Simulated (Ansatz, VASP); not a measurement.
## Two plane-wave programs on VSn3O8

Contents of INCAR:

```
PREC = Accurate
ENCUT = 520
EDIFF = 1E-6
ISMEAR = 0
SIGMA = 0.05
LREAL = False
LASPH = True
NELM = 150
ALGO = Normal
ISIF = 2
LWAVE = False
LCHARG = True
ISPIN = 2
MAGMOM = 0.9 0 0 0 -0.02 0 0 0 -0.02 0 0 0
LORBIT = 11
LMAXMIX = 4
LDAU = True
LDAUTYPE = 2
LDAUL = 2 -1 -1
LDAUU = 3 0 0
LDAUJ = 0 0 0
LDAUPRINT = 1
GGA = PS
LELF = True
LVHAR = True
NBANDS = 68
```

File KPOINTS:

```
Automatic mesh
0
Gamma
  4 4 3
```

POSCAR

```
VSn3O8
1.0
    4.7373500000      0.0000000000      0.0000000000
    0.0000000000      4.7373500000      0.0000000000
    0.0000000000      0.0000000000      6.3728000000
V Sn O
1 3 8
Direct
    1.0000000000      0.0000000000      1.0000000000
    1.0000000000      0.0000000000      0.5000000000
    0.5000000000      0.5000000000      0.2450939399
    0.5000000000      0.5000000000      0.7549060601
    0.2922349315      0.2922349315      1.0000000000
    0.3075473415      0.3075473415      0.5000000000
    0.1883256379      0.8116743621      0.2370416750
    0.1883256379      0.8116743621      0.7629583250
    0.7077650685      0.7077650685      1.0000000000
    0.6924526585      0.6924526585      0.5000000000
    0.8116743621      0.1883256379      0.2370416750
    0.8116743621      0.1883256379      0.7629583250
```

Input for Ansatz:

```yaml
crystal:
  lattice:
    - [4.73735, 0.0, 0.0]
    - [0.0, 4.73735, 0.0]
    - [0.0, 0.0, 6.3728]
  atoms:
    - { symbol: V, position: [1.0, 0.0, 1.0], spin: 1.0 }
    - { symbol: Sn, position: [1.0, 0.0, 0.5] }
    - { symbol: Sn, position: [0.5, 0.5, 0.2450939399] }
    - { symbol: Sn, position: [0.5, 0.5, 0.7549060601] }
    - { symbol: O, position: [0.2922349315, 0.2922349315, 1.0] }
    - { symbol: O, position: [0.3075473415, 0.3075473415, 0.5] }
    - { symbol: O, position: [0.1883256379, 0.8116743621, 0.237041675] }
    - { symbol: O, position: [0.1883256379, 0.8116743621, 0.762958325] }
    - { symbol: O, position: [0.7077650685, 0.7077650685, 1.0] }
    - { symbol: O, position: [0.6924526585, 0.6924526585, 0.5] }
    - { symbol: O, position: [0.8116743621, 0.1883256379, 0.237041675] }
    - { symbol: O, position: [0.8116743621, 0.1883256379, 0.762958325] }
basis:
  ecutwfc: 420
  ecutrho_ratio: 4
kpoints:
  mp_grid: { grid: [4, 4, 3] }
hamiltonian:
  xc: pbesol
  hubbard:
    sites:
      - { site: 0, l: d, u_eff: 3.0, starting_ns: [{ spin: up, occupation_matrix: s0up }, { spin: down, occupation_matrix: s0down }] }
    occupation_matrices:
      s0up:
        matrix:
          - [0.02, 0.0, 0.0, 0.0, 0.0]
          - [0.0, 0.02, 0.0, 0.0, 0.0]
          - [0.0, 0.0, 0.97, 0.0, 0.0]
          - [0.0, 0.0, 0.0, 0.02, 0.0]
          - [0.0, 0.0, 0.0, 0.0, 0.02]
      s0down:
        matrix:
          - [0.02, 0.0, 0.0, 0.0, 0.0]
          - [0.0, 0.02, 0.0, 0.0, 0.0]
          - [0.0, 0.0, 0.02, 0.0, 0.0]
          - [0.0, 0.0, 0.0, 0.02, 0.0]
          - [0.0, 0.0, 0.0, 0.0, 0.02]
    ns_hold: { iters: 5 }
scf:
  occupations: { method: gaussian, width: 0.05 }
  lower_state_search: "off"
  max_iter: 150
output:
  forces: true
  stress: true
  eigenvalues: true
  populations: true
  hubbard: { sites: [{ site: 0, l: d }] }
magnetization:
  spin_polarized: true
```

Alike in both runs: task single point; functional PBEsol; k mesh 4 × 4 × 3; occupations gaussian, width 0.05 eV; collinear spin; Hubbard terms V d U = 3.0 eV.

|  | VASP | Ansatz |
| --- | --- | --- |
| version | VASP 6.6.1 | Ansatz 0.2.0 |
| potentials or method | VASP PAW PBE potentials, release 64 (V_sv, Sn_d, O), cutoff 520 eV | scalar-relativistic, plane waves, PAW |
| valence electrons in the cell | 103 | 103 |

|  | VASP | Ansatz | Ansatz less VASP |
| --- | --- | --- | --- |
| gap on the k mesh at the Fermi level (eV) | 1.81 | 0.39 | -1.414 |
| least direct gap on the mesh (eV) | 1.81 | 0.56 | -1.246 |
| pressure (GPa) | -4.6 | -5.4 | -0.80 |
| traceless stress, the component that is largest in VASP (GPa) | -0.04 | -1.19 | -1.148 |
| rms of the force components (eV/Å) | 0.047 | 0.128 | +0.0816 |
| net moment per atom (μB) | 0.08 | 0.08 | 0.000 |
| size of the moment on the site where the two differ most (μB) | 1.03 | 0.82 | -0.211 |

VASP's potentials were made for PBE, not for PBEsol. Site moments also hang on the region over which each program counts them. The programs project onto different local orbitals, so the same U acts differently, and such runs can settle in different states. Atom by atom the forces differ by 0.101 eV/Å (rms over components). Ansatz's warnings: specified occupation not kept, symmetry narrowed by occupation matrices.
